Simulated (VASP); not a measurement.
Here is a VASP 6.6.1 calculation.

INCAR

```
ALGO = Normal ; EDIFF = 1E-6
ENCUT = 520 ; GGA = PE
ISIF = 2 ; ISMEAR = 0
ISPIN = 2 ; LASPH = True
LCHARG = False ; LMAXMIX = 4
LORBIT = 11 ; LREAL = False
LWAVE = False ; MAGMOM = 0 0 1
NBANDS = 26 ; NELM = 150
PREC = Accurate ; SIGMA = 0.1
```

Contents of KPOINTS:

```
k-points
0
Gamma
  6 6 6
```

POSCAR

```
SiHgRh
1.0
    4.0861205432      0.0000000000      0.0000000000
   -2.0430602716      3.5386841933      0.0000000000
    0.0000000000      0.0000000000      3.5746256257
Si Hg Rh
1 1 1
Direct
    0.3333333333      0.6666666667      0.5000000000
    0.0000000000      0.0000000000      0.0000000000
    0.6666666667      0.3333333333      0.5000000000
```

Potentials or basis: VASP PAW PBE potentials, release 64 (Si, Hg, Rh_pv).

Run with:

```console
$ cat potpaw_PBE.64/Si/POTCAR potpaw_PBE.64/Hg/POTCAR potpaw_PBE.64/Rh_pv/POTCAR > POTCAR
$ mpirun -np 1 vasp_std > vasp.out
```

Estimate the net moment.

0.00 μB per cell.

What does it give for the pressure?

0.4 GPa.

Stress tensor (GPa, compression positive):
```
0.23 0.00 0.00
0.00 0.23 0.00
0.00 0.00 0.85
```
